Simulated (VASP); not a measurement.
# AlN (P6_3/mmc) in VASP: further runs

The runs below take AlN through single point, with PBEsol.

Everything below comes from runs of VASP 6.6.1. Logs are shortened: lines on timing, memory, paths and dates and some standing lists are left out, and cuts for length are marked.

## Step 1: The cell of the first run

Symmetry: P6_3/mmc, No. 194, hexagonal system. Conventional cell: a = 3.302 Å, b = 3.302 Å, c = 4.141 Å, α = 90.00°, β = 90.00°, γ = 120.00°. Within 2.5 Å of Al (site symmetry -6m2) lie 5 N at 1.91 to 2.07 Å. N (site symmetry -6m2) has 5 Al at 1.91 to 2.07 Å within 2.5 Å.

## Step 2: Single point, PBEsol

Contents of INCAR:

```
SYSTEM = AlN
  PREC = Accurate
  ENCUT = 520
  EDIFF = 1E-6
  ISMEAR = 0
  SIGMA = 0.01
  LREAL = .FALSE.
  LASPH = .TRUE.
  NELM = 60
  ALGO = Normal
  ISIF = 2
  LWAVE = .FALSE.
  LCHARG = .TRUE.
  GGA = PS
  LELF = .TRUE.
  LVHAR = .TRUE.
  NBANDS = 16
```

Contents of KPOINTS:

```
regular mesh
0
G
  12 12 6
  0 0 0
```

Contents of POSCAR:

```
AlN
1.0
    3.3016035838      0.0000000000      0.0000000000
   -1.6508017919      2.8592725768      0.0000000000
    0.0000000000      0.0000000000      4.1409925849
Al N
2 2
Direct
    0.3333333333      0.6666666667      0.7500000000
    0.6666666667      0.3333333333      0.2500000000
    0.3333333333      0.6666666667      0.2500000000
    0.6666666667      0.3333333333      0.7500000000
```

Potentials or basis: VASP PAW PBE potentials, release 64 (Al, N).

On the command line:

```console
cat potpaw_PBE.64/Al/POTCAR potpaw_PBE.64/N/POTCAR > POTCAR
mpirun -np 1 vasp_std > vasp.out
```

OUTCAR:

```text
SYSTEM = AlN
   PREC = Accurate
   ENCUT = 520
   EDIFF = 1E-6
   ISMEAR = 0
   LREAL = .FALSE.
   LASPH = .TRUE.
   NELM = 60
   ISIF = 2
   GGA = PS

 ion  position               nearest neighbor table
   1  0.333  0.667  0.750-   4 1.91   4 1.91   4 1.91   3 2.07   3 2.07   2 2.81   2 2.81   2 2.81
                             2 2.81   2 2.81   2 2.81
   2  0.667  0.333  0.250-   3 1.91   3 1.91   3 1.91   4 2.07   4 2.07   1 2.81   1 2.81   1 2.81
                             1 2.81   1 2.81   1 2.81
   3  0.333  0.667  0.250-   2 1.91   2 1.91   2 1.91   1 2.07   1 2.07
   4  0.667  0.333  0.750-   1 1.91   1 1.91   1 1.91   2 2.07   2 2.07

  LATTYP: Found a hexagonal cell.
 ALAT       =     3.3016035838
 C/A-ratio  =     1.2542367610

  Lattice vectors:

 A1 = (   3.3016035838,   0.0000000000,   0.0000000000)
 A2 = (  -1.6508017919,   2.8592725768,   0.0000000000)
 A3 = (   0.0000000000,   0.0000000000,   4.1409925849)

Analysis of symmetry for initial positions (statically):
=====================================================================
 Subroutine PRICEL returns:
 Original cell was already a primitive cell.

 Routine SETGRP: Setting up the symmetry group for a
 hexagonal supercell.

 Subroutine GETGRP returns: Found 24 space group operations
 (whereof 12 operations were pure point group operations)
 out of a pool of 24 trial point group operations.

The static configuration has the point symmetry D_3d.
 The point group associated with its full space group is D_6h.

Analysis of symmetry for dynamics (positions and initial velocities):
=====================================================================
 Subroutine PRICEL returns:
 Original cell was already a primitive cell.

 Routine SETGRP: Setting up the symmetry group for a
 hexagonal supercell.

 Subroutine GETGRP returns: Found 24 space group operations
 (whereof 12 operations were pure point group operations)
 out of a pool of 24 trial point group operations.

The dynamic configuration has the point symmetry D_3d.
 The point group associated with its full space group is D_6h.

 Subroutine INISYM returns: Found 24 space group operations
 (whereof 12 operations are pure point group operations),
 and found     1 'primitive' translations

----------------------------------------------------------------------------------------

                                     Primitive cell

  volume of cell :      39.0917

  direct lattice vectors                    reciprocal lattice vectors
     3.301603584  0.000000000  0.000000000     0.302883122  0.174869652  0.000000000
    -1.650801792  2.859272577  0.000000000     0.000000000  0.349739304  0.000000000
     0.000000000  0.000000000  4.140992585     0.000000000  0.000000000  0.241487996

  length of vectors
     3.301603584  3.301603584  4.140992585     0.349739304  0.349739304  0.241487996

  position of ions in fractional coordinates (direct lattice)
     0.333333333  0.666666667  0.750000000
     0.666666667  0.333333333  0.250000000
     0.333333333  0.666666667  0.250000000
     0.666666667  0.333333333  0.750000000

  ion indices of the primitive-cell ions
   primitive index   ion index
                 1           1
                 2           2
                 3           3
                 4           4

----------------------------------------------------------------------------------------

 KPOINTS: regular mesh

Automatic generation of k-mesh.
 Grid dimensions read from file:
 generate k-points for:   12   12    6

 Generating k-lattice:

  Cartesian coordinates                     Fractional coordinates (reciprocal lattice)
     0.025240260  0.014572471  0.000000000     0.083333333  0.000000000  0.000000000
     0.000000000  0.029144942  0.000000000     0.000000000  0.083333333  0.000000000
     0.000000000  0.000000000  0.040247999     0.000000000  0.000000000  0.166666667

  Length of vectors
     0.029144942  0.029144942  0.040247999

  Shift w.r.t. Gamma in fractional coordinates (k-lattice)
     0.000000000  0.000000000  0.000000000

 Subroutine IBZKPT returns following result:
 ===========================================

 Found     76 irreducible k-points:

 Following reciprocal coordinates:
            Coordinates               Weight
  0.000000  0.000000  0.000000      1.000000
  0.083333  0.000000  0.000000      6.000000
  0.166667 -0.000000  0.000000      6.000000
  0.250000 -0.000000  0.000000      6.000000
  0.333333  0.000000  0.000000      6.000000
  0.416667  0.000000  0.000000      6.000000
[... 16 lines left out ...]
  0.250000 -0.000000  0.166667     12.000000
  0.333333  0.000000  0.166667     12.000000
 [... further k-points ...]
   k-points           NKPTS =     76   k-points in BZ     NKDIM =     76   number of bands    NBANDS=     16
   number of dos      NEDOS =    301   number of ions     NIONS =      4
   total plane-waves  NPLWV =  25088
   dimension x,y,z NGX =    28 NGY =   28 NGZ =   32
   dimension x,y,z NGXF=    56 NGYF=   56 NGZF=   64
   ions per type =               2   2
   NGX,Y,Z   is equivalent  to a cutoff of  14.10, 14.10, 12.85 a.u.
   NGXF,Y,Z  is equivalent  to a cutoff of  28.20, 28.20, 25.69 a.u.
 SYSTEM =  AlN
   PREC   = accura    normal or accurate (medium, high low for compatibility)
   ISTART =      0    job   : 0-new  1-cont  2-samecut
   ICHARG =      2    charge: 1-file 2-atom 10-const
   ISPIN  =      1    spin polarized calculation?
   LNONCOLLINEAR =      F non collinear calculations
   LSORBIT =      F    spin-orbit coupling
   LASPH  =      T    aspherical Exc in radial PAW
   ENCUT  =  520.0 eV  38.22 Ry    6.18 a.u.   6.14  6.14  7.70*2*pi/ulx,y,z
   NELM   =     60;   NELMIN=  2; NELMDL= -5     # of ELM steps
   EDIFF  = 0.1E-05   stopping-criterion for ELM
   LREAL  =      F    real-space projection
   EDIFFG = 0.1E-04   stopping-criterion for IOM
   NSW    =      0    number of steps for IOM
   IBRION =     -1    ionic relax: 0-MD 1-quasi-New 2-CG
   NFREE  =      0    steps in history (QN), initial steepest desc. (CG)
   ISIF   =      2    stress and relaxation
   ISYM   =      2    0-nonsym 1-usesym 2-fastsym
   POTIM  = 0.5000    time-step for ionic-motion
   TEBEG  =    0.0;   TEEND  =   0.0 temperature during run
   PSTRESS=    0.0 pullay stress
   NELECT =      16.0000    total number of electrons
   NUPDOWN=      -1.0000    fix difference up-down
   EMIN   =  10.00;   EMAX   =-10.00  energy-range for DOS
   EFERMI =   0.00;   METHOD = LEGACY
   ISMEAR =     0;   SIGMA  =   0.01  broadening in eV -4-tet -1-fermi 0-gaus
   EFERMI_NEDOS =   21; number of points for ismear=-14 and -15
   IALGO  =     38    algorithm
   IMIX   =      4    mixing-type and parameters
     AMIX     =   0.40;   BMIX     =  1.00
     AMIX_MAG =   1.60;   BMIX_MAG =  1.00
  volume/ion in A,a.u.               =       9.77        65.95
  Fermi-wavevector in a.u.,A,eV,Ry     =   1.215495  2.296953 20.101630  1.477428
  Thomas-Fermi vector in A             =   2.350880
   LORBIT       =      0    0 simple, 1 ext, 2 COOP (PROOUT), +10 PAW based schemes
   GGA     = PS    functional components
   LHFCALC =     F    Hartree Fock is set to
   AEXX    =    0.0000 exact exchange contribution
   IVDW    =     0    specifies the selected vdW correction
   LEPSILON=     F    determine dielectric tensor
   LRPA    =     F    only Hartree local field effects (RPA)
 non-spin polarized calculation
 Gauss-broadening in eV      SIGMA  =   0.01
  energy-cutoff  :      520.00
  volume of cell :       39.09
 maximum number of plane-waves:      1074
 NGX is ok and might be reduce to    28
   NGX = 13   NGY = 13   NGZ = 15

 number of electron      16.0000001 magnetization

 Free energy of the ion-electron system (eV)
  ---------------------------------------------------
  ext. energy  EPLUGINS =         0.00000000
  ---------------------------------------------------
  free energy    TOTEN  =       -30.94584991 eV

  energy without entropy =      -30.94584991  energy(sigma->0) =      -30.94584991

 E-fermi :   8.1530     XC(G=0): -11.4298

 val. band max:        8.0253932953   @ k =   0.0000   0.0000   0.0000
 cond. band min:      11.3628566645   @ k =   0.0000   0.0000   0.0000
 fundamental gap:      3.3374633692
 Fermi energy:         8.1529636807

 k-point     1 :       0.0000    0.0000    0.0000
  band No.  band energies     occupation
      1      -8.8514      2.00000
      2      -5.0477      2.00000
      3       1.0419      2.00000
      4       4.6966      2.00000
      5       4.6966      2.00000
      6       6.4225      2.00000
[... 8 lines left out ...]
     15      19.8919      0.00000
     16      19.8919      0.00000

 k-point     2 :       0.0833    0.0000    0.0000
  band No.  band energies     occupation
      1      -8.7705      2.00000
      2      -5.0464      2.00000
      3       1.1280      2.00000
      4       4.4021      2.00000
      5       4.5753      2.00000
      6       6.1243      2.00000
[... 8 lines left out ...]
     15      19.5327      0.00000
     16      19.5539      0.00000

 k-point     3 :       0.1667   -0.0000    0.0000
  band No.  band energies     occupation
      1      -8.5332      2.00000
      2      -5.0576      2.00000
      3       1.3826      2.00000
      4       3.6751      2.00000
      5       4.2909      2.00000
      6       5.4869      2.00000
[... 8 lines left out ...]
     15      18.8157      0.00000
     16      20.1210      0.00000

 k-point     4 :       0.2500   -0.0000    0.0000
  band No.  band energies     occupation
      1      -8.1581      2.00000
      2      -5.1233      2.00000
      3       1.7923      2.00000
      4       2.8263      2.00000
      5       3.9709      2.00000
      6       4.8189      2.00000
[... 8 lines left out ...]
     15      18.2101      0.00000
     16      20.6635      0.00000
[... 324 lines left out ...]
 k-point    22 :       0.1667   -0.0000    0.1667
  band No.  band energies     occupation
      1      -8.3644      2.00000
      2      -5.4069      2.00000
      3       1.6336      2.00000
      4       3.9860      2.00000
      5       4.4152      2.00000
      6       5.1039      2.00000
[... 8 lines left out ...]
     15      19.4177      0.00000
     16      20.2272      0.00000

 k-point    23 :       0.2500   -0.0000    0.1667
  band No.  band energies     occupation
      1      -7.9981      2.00000
      2      -5.3872      2.00000
      3       1.5845      2.00000
      4       3.4308      2.00000
      5       4.1075      2.00000
      6       4.3955      2.00000
[... 8 lines left out ...]
     15      19.1195      0.00000
     16      20.5505      0.00000

 k-point    24 :       0.3333    0.0000    0.1667
  band No.  band energies     occupation
      1      -7.5391      2.00000
      2      -5.4533      2.00000
      3       1.3457      2.00000
      4       3.0995      2.00000
      5       3.8443      2.00000
      6       3.9445      2.00000
[... 8 lines left out ...]
     15      19.6977      0.00000
     16      20.8597      0.00000

 [... further k-points ...]
[... 5 lines left out ...]
  --------------------------------------------------------------------------------------
  -------------------------------------------------------------------------------------
  Total       -0.0117234     -0.0117234     -0.0200496      0.0000000      0.0000000      0.0000000
  in kB       -0.4804836     -0.4804836     -0.8217335      0.0000000      0.0000000      0.0000000
  external PRESSURE =      -0.5942335 kB  Pullay stress =       0.0000000 kB

 VOLUME and BASIS-vectors are now :
 -----------------------------------------------------------------------------
  energy-cutoff  :      520.00
  volume of cell :       39.09
      direct lattice vectors                 reciprocal lattice vectors
     3.301603584  0.000000000  0.000000000     0.302883122  0.174869652  0.000000000
    -1.650801792  2.859272577  0.000000000     0.000000000  0.349739304  0.000000000
     0.000000000  0.000000000  4.140992585     0.000000000  0.000000000  0.241487996

 POSITION                                       TOTAL-FORCE (eV/Angst)
 -----------------------------------------------------------------------------------
     -0.00000      1.90618      3.10574         0.000000     -0.000000      0.000000
      1.65080      0.95309      1.03525         0.000000      0.000000      0.000000
     -0.00000      1.90618      1.03525        -0.000000     -0.000000      0.000000
      1.65080      0.95309      3.10574        -0.000000      0.000000      0.000000
 -----------------------------------------------------------------------------------
    total drift:                               -0.000000      0.000000      0.000000

  FREE ENERGIE OF THE ION-ELECTRON SYSTEM (eV)
  ---------------------------------------------------
  free  energy   TOTEN  =       -30.9458499115 eV

  energy  without entropy=      -30.9458499115  energy(sigma->0) =      -30.94584991
```

Wall time 18 s (1 thread of Intel Xeon 6975P-C (Granite Rapids), shared host); peak memory 0.18 GiB.

Results:

```
Free energy            : -30.9458 eV
Pressure               : -0.1 GPa
Band gap on the k mesh : 3.34 eV, direct
```

Caveat: the PAW data sets were made with another functional, which shifts forces and pressure a little. A k mesh can miss the band edges.

## Step 3: Single point, PBEsol

This run uses another cell than the first one, of 9.87 Å³/atom, 1.010 times its volume.

Contents of INCAR:

```
PREC = Accurate ; ENCUT = 520
EDIFF = 1E-6 ; ISMEAR = 0
SIGMA = 0.01 ; LREAL = False
LASPH = True ; NELM = 80
ALGO = Normal ; ISIF = 2
LWAVE = False ; LCHARG = False
GGA = PS ; NBANDS = 16
```

Contents of KPOINTS:

```
Automatic mesh
0
Gamma
  12 12 6
```

Contents of POSCAR:

```
AlN
1.0
    3.3103302325      0.0000000000      0.0000000000
   -1.6551651163      2.8668300763      0.0000000000
    0.0000000000      0.0000000000      4.1591233080
Al N
2 2
Direct
    0.3333333333      0.6666666667      0.7500000000
    0.6666666667      0.3333333333      0.2500000000
    0.3333333333      0.6666666667      0.2500000000
    0.6666666667      0.3333333333      0.7500000000
```

Potentials or basis: VASP PAW PBE potentials, release 64 (Al, N).

On the command line:

```console
cat potpaw_PBE.64/Al/POTCAR potpaw_PBE.64/N/POTCAR > POTCAR
mpirun -np 1 vasp_std > vasp.out
```

It took 19 s on 1 thread of Intel Xeon 6975P-C (Granite Rapids), shared host; peak memory 0.17 GiB.

The run converged. Its results:

```
Free energy            : -30.9435 eV
Pressure               : -2.1 GPa
Band gap on the k mesh : 3.26 eV, direct
```

Levels at points of the mesh, in eV from the valence-band top:
```tsv
k point	band 5	band 6	band 7	band 8	band 9	band 10	band 11	band 12
(0.00, 0.00, 0.00)	-3.30	-1.59	-1.59	0.00	3.26	4.40	8.16	8.16
(0.50, 0.00, 0.00)	-4.53	-4.28	-2.93	-1.41	3.78	7.12	7.15	9.09
(0.00, 0.00, 0.50)	-2.49	-2.49	-2.49	-2.49	5.63	5.63	8.33	8.33
(0.50, 0.00, 0.50)	-3.26	-3.26	-1.75	-1.75	5.01	5.01	9.34	9.34
```

Caveat: the PAW data sets were made with another functional, which shifts forces and pressure a little.
